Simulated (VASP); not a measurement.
Here is a VASP 6.6.1 calculation.

Contents of INCAR:

```
PREC = Accurate
ENCUT = 500
EDIFF = 1E-6
ISMEAR = -1
SIGMA = 0.05
LREAL = F
LASPH = T
NELM = 120
ALGO = Normal
ISIF = 2
LWAVE = F
LCHARG = T
GGA = CA
LELF = T
LVHAR = T
NBANDS = 13
GGA_COMPAT = F
```

KPOINTS

```
Automatic mesh
0
Gamma
  15 15 15
```

The input POSCAR:

```
Pb
1.0
    0.0000000000      1.9364589671      1.9364589671
    1.9364589671      0.0000000000      1.9364589671
    1.9364589671      1.9364589671      0.0000000000
Pb
1
Direct
    0.0000000000      0.0000000000      0.0000000000
```

Potentials or basis: VASP PAW LDA potentials, release 64 (Pb_d).

Run with:

```bash
$ cat potpaw_LDA.64/Pb_d/POTCAR > POTCAR
$ mpirun -np 1 vasp_std > vasp.out
```

(1) Predict the pressure.

(2) Estimate the band gap on the k mesh.

Answers

(1) 202.1 GPa.

(2) zero (bands 7 and 8 overlap by 11.34 eV).

Caveat: the cell stands under pressure; spin-orbit coupling is left out, which moves the levels of the heavy elements.
